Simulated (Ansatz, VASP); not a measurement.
**Re2W in VASP and in Ansatz**

The input INCAR:

```
SYSTEM = Re2W
PREC = Accurate ; ENCUT = 520
EDIFF = 1E-6 ; ISMEAR = 0
SIGMA = 0.1 ; LREAL = .FALSE.
LASPH = .TRUE. ; NELM = 80
ALGO = Normal ; ISIF = 2
LWAVE = .FALSE. ; LCHARG = .TRUE.
GGA = PE ; LELF = .TRUE.
LVHAR = .TRUE. ; NBANDS = 37
```

KPOINTS

```
Automatic mesh
0
G
  4 4 4
  0 0 0
```

POSCAR

```
Re2W
1.0
    0.0000000000      3.6370388369      3.6370388369
    3.6370388369      0.0000000000      3.6370388369
    3.6370388369      3.6370388369      0.0000000000
Re W
4 2
Direct
    0.6250000000      0.6250000000      0.6250000000
    0.1250000000      0.6250000000      0.6250000000
    0.6250000000      0.6250000000      0.1250000000
    0.6250000000      0.1250000000      0.6250000000
    0.0000000000      0.0000000000      0.0000000000
    0.2500000000      0.2500000000      0.2500000000
```

Input for Ansatz:

```yaml
crystal:
  lattice:
    - [0.0, 3.6370388369, 3.6370388369]
    - [3.6370388369, 0.0, 3.6370388369]
    - [3.6370388369, 3.6370388369, 0.0]
  atoms:
    - { symbol: Re, position: [0.625, 0.625, 0.625] }
    - { symbol: Re, position: [0.125, 0.625, 0.625] }
    - { symbol: Re, position: [0.625, 0.625, 0.125] }
    - { symbol: Re, position: [0.625, 0.125, 0.625] }
    - { symbol: W, position: [0.0, 0.0, 0.0] }
    - { symbol: W, position: [0.25, 0.25, 0.25] }
basis:
  ecutwfc: 420
kpoints:
  mp_grid: { grid: [4, 4, 4] }
hamiltonian:
  xc: pbe
scf:
  occupations: { method: gaussian, width: 0.1 }
  lower_state_search: "off"
output:
  forces: true
  stress: true
  eigenvalues: true
```

Alike in both runs: task single point; functional PBE; k mesh 4 × 4 × 4; occupations gaussian, width 0.1 eV; no spin polarisation.

|  | VASP | Ansatz |
| --- | --- | --- |
| version | VASP 6.6.1 | Ansatz 0.2.0 |
| potentials or method | VASP PAW PBE potentials, release 64 (Re, W_sv), cutoff 520 eV | scalar-relativistic, plane waves, PAW |
| valence electrons in the cell | 56 | 88 |

```csv
,VASP,Ansatz,Ansatz less VASP
gap on the k mesh at the Fermi level (eV),0.04,0.03,-0.009
least direct gap on the mesh (eV),0.16,0.16,-0.003
pressure (GPa),-3.4,-3.1,+0.26
```

The functional is the same, so the differences come from potentials, cutoffs and numerics. VASP's potentials hold 56 valence electrons a cell and Ansatz's 88, so a difference there can come from the potentials and not from the codes.

Spin-orbit coupling is off throughout.
